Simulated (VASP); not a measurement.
# Tl (Pm-3n) in VASP: further runs, part 2 of 2

VASP 6.6.1. The steps go on from the part before.

**4. Relaxation of cell and atoms, LDA**

This run uses another cell than the first one, of 28.04 Å³/atom.

INCAR reads:

```
ALGO     = Normal         # electronic algorithm
EDIFF    = 1E-7           # SCF threshold, eV
EDIFFG   = -0.01          # ionic threshold
ENCUT    = 600            # plane-wave cutoff, eV
GGA      = CA             # functional
IBRION   = 2              # ionic algorithm
ISIF     = 3              # what is computed and relaxed
ISMEAR   = -1             # smearing method
LASPH    = True           # aspherical terms in the spheres
LCHARG   = False          # write CHGCAR
LREAL    = False          # projectors in reciprocal space
LWAVE    = False          # write WAVECAR
NELM     = 60             # most SCF steps
NSW      = 80             # ionic steps
PREC     = Accurate       # precision mode
SIGMA    = 0.1            # smearing width, eV
```

KPOINTS reads:

```
k-points
0
Gamma
  4 4 4
```

POSCAR reads:

```
Tl
1.0
    6.0758676049      0.0000000000      0.0000000000
    0.0000000000      6.0758676049      0.0000000000
    0.0000000000      0.0000000000      6.0758676049
Tl
8
Direct
    0.0000000000      0.0000000000      0.0000000000
    0.5000000000      0.5000000000      0.5000000000
    0.2500000000      0.0000000000      0.5000000000
    0.7500000000      0.0000000000      0.5000000000
    0.5000000000      0.2500000000      0.0000000000
    0.5000000000      0.7500000000      0.0000000000
    0.0000000000      0.5000000000      0.2500000000
    0.0000000000      0.5000000000      0.7500000000
```

Potentials or basis: VASP PAW LDA potentials, release 64 (Tl_d).

Run with:

```bash
cat potpaw_LDA.64/Tl_d/POTCAR > POTCAR
mpirun -np 1 vasp_std > vasp.out
```

OUTCAR:

```text
EDIFF = 1E-7
   EDIFFG = -0.01
   ENCUT = 600
   GGA = CA
   IBRION = 2
   ISIF = 3
   ISMEAR = -1
   LASPH = True
   LREAL = False
   NELM = 60
   NSW = 80
   PREC = Accurate

 ion  position               nearest neighbor table
   1  0.000  0.000  0.000-   3 3.40   4 3.40   5 3.40   6 3.40   7 3.40   8 3.40   3 3.40   4 3.40
                             7 3.40   8 3.40   5 3.40   6 3.40
   2  0.500  0.500  0.500-   3 3.40   4 3.40   5 3.40   6 3.40   7 3.40   8 3.40   5 3.40   6 3.40
                             3 3.40   4 3.40   7 3.40   8 3.40
   3  0.250  0.000  0.500-   4 3.04   4 3.04   1 3.40   1 3.40   2 3.40   2 3.40   8 3.72   5 3.72
                             5 3.72   6 3.72   6 3.72   7 3.72   8 3.72   7 3.72
   4  0.750  0.000  0.500-   3 3.04   3 3.04   1 3.40   1 3.40   2 3.40   2 3.40   8 3.72   5 3.72
                             5 3.72   6 3.72   6 3.72   7 3.72   8 3.72   7 3.72
   5  0.500  0.250  0.000-   6 3.04   6 3.04   1 3.40   2 3.40   2 3.40   1 3.40   8 3.72   4 3.72
                             3 3.72   4 3.72   3 3.72   7 3.72   7 3.72   8 3.72
   6  0.500  0.750  0.000-   5 3.04   5 3.04   1 3.40   2 3.40   2 3.40   1 3.40   8 3.72   4 3.72
                             3 3.72   4 3.72   3 3.72   7 3.72   7 3.72   8 3.72
[... 254 lines left out ...]
      6      -5.2025      2.00000
[... 639 lines left out ...]
     61      10.9403      0.00000
     62      10.9403      0.00000

------------------------ aborting loop because EDIFF is reached ----------------------------------------

  FORCE on cell =-STRESS in cart. coord.  units (eV):
  Direction    XX          YY          ZZ          XY          YZ          ZX
  --------------------------------------------------------------------------------------
  -------------------------------------------------------------------------------------
  Total        0.0392726      0.0392726      0.0392726      0.0000000      0.0000000     -0.0000000
  in kB        0.2840916      0.2840916      0.2840916      0.0000000      0.0000000     -0.0000000
  external PRESSURE =       0.2840916 kB  Pullay stress =       0.0000000 kB

 VOLUME and BASIS-vectors are now :
 -----------------------------------------------------------------------------
  energy-cutoff  :      600.00
  volume of cell :      221.48
      direct lattice vectors                 reciprocal lattice vectors
     6.050353062 -0.000000000  0.000000000     0.165279611 -0.000000000  0.000000000
     0.000000000  6.050353062  0.000000000     0.000000000  0.165279611  0.000000000
    -0.000000000 -0.000000000  6.050353062    -0.000000000 -0.000000000  0.165279611

 POSITION                                       TOTAL-FORCE (eV/Angst)
 -----------------------------------------------------------------------------------
      0.00000      0.00000      0.00000        -0.000000     -0.000000     -0.000000
      3.02518      3.02518      3.02518        -0.000000     -0.000000     -0.000000
      1.51259     -0.00000      3.02518         0.000000      0.000000      0.000000
      4.53776      6.05035      3.02518        -0.000000      0.000000     -0.000000
      3.02518      1.51259      6.05035        -0.000000     -0.000000      0.000000
      3.02518      4.53776      0.00000        -0.000000      0.000000     -0.000000
      6.05035      3.02518      1.51259         0.000000     -0.000000      0.000000
      0.00000      3.02518      4.53776         0.000000     -0.000000     -0.000000
 -----------------------------------------------------------------------------------
    total drift:                                0.000000     -0.000000     -0.000000

  FREE ENERGIE OF THE ION-ELECTRON SYSTEM (eV)
  ---------------------------------------------------
  free  energy   TOTEN  =       -23.4637368898 eV

  energy  without entropy=      -23.3745381053  energy(sigma->0) =      -23.41913750

 reached required accuracy - stopping structural energy minimisation
```

Wall time 1.9 min (1 thread of Intel Xeon 6975P-C (Granite Rapids), shared host); peak memory 0.33 GiB.

Results:

```yaml
Free_energy: -23.4637 eV
Relaxed_volume: 27.69 Å³/atom
Relaxed_cell: a = 6.050 Å, b = 6.050 Å, c = 6.050 Å, α = 90.00°, β = 90.00°, γ = 90.00°
Space_group_after_relaxing_to_0.1_Å: Pm-3n (No. 223)
Energy_gained_by_relaxing: 0.5 meV/atom
Ionic_steps: 2
Pressure_after_relaxing: 0.0 GPa
Band_gap_on_the_k_mesh: zero (bands 52 and 53 overlap by 2.75 eV)
```

The path:
| step | energy change (eV) | largest force (eV/Å) | pressure (GPa) | volume (Å³) |
| --- | --- | --- | --- | --- |
| 1 | 0.0000 | 0.0000 | -0.50 | 224.30 |
| 2 | -0.0042 | 0.0000 | 0.03 | 221.48 |

Final structure:
```
Tl
1.0
     6.05035    0.00000    0.00000
     0.00000    6.05035    0.00000
     0.00000    0.00000    6.05035
Tl
8
Direct
  0.00000 0.00000 0.00000
  0.50000 0.50000 0.50000
  0.25000 0.00000 0.50000
  0.75000 0.00000 0.50000
  0.50000 0.25000 0.00000
  0.50000 0.75000 0.00000
  0.00000 0.50000 0.25000
  0.00000 0.50000 0.75000
```

Caveat: spin-orbit coupling is left out, which moves the levels of the heavy elements.

**5. Overview**

```csv
task,cell,k mesh,cutoff (eV),gap on the mesh (eV),pressure (GPa)
single point,"a = 6.045 Å, 8 atoms",4 × 4 × 4,520,none,0.1
single point,"a = 6.045 Å, 8 atoms",6 × 6 × 6,520,none,0.3
relaxation of cell and atoms,"relaxed from a = 6.076 Å, 8 atoms",4 × 4 × 4,600,none,0.0
```

Alike in all rows: level LDA; potentials or basis VASP PAW LDA potentials, release 64 (Tl_d); no spin polarisation; smearing fermi-dirac 0.1 eV.

Caveats: spin-orbit coupling is left out, which moves the levels of the heavy elements.

Total energies depend on the potentials used, so only differences within one code and one set of settings carry meaning.
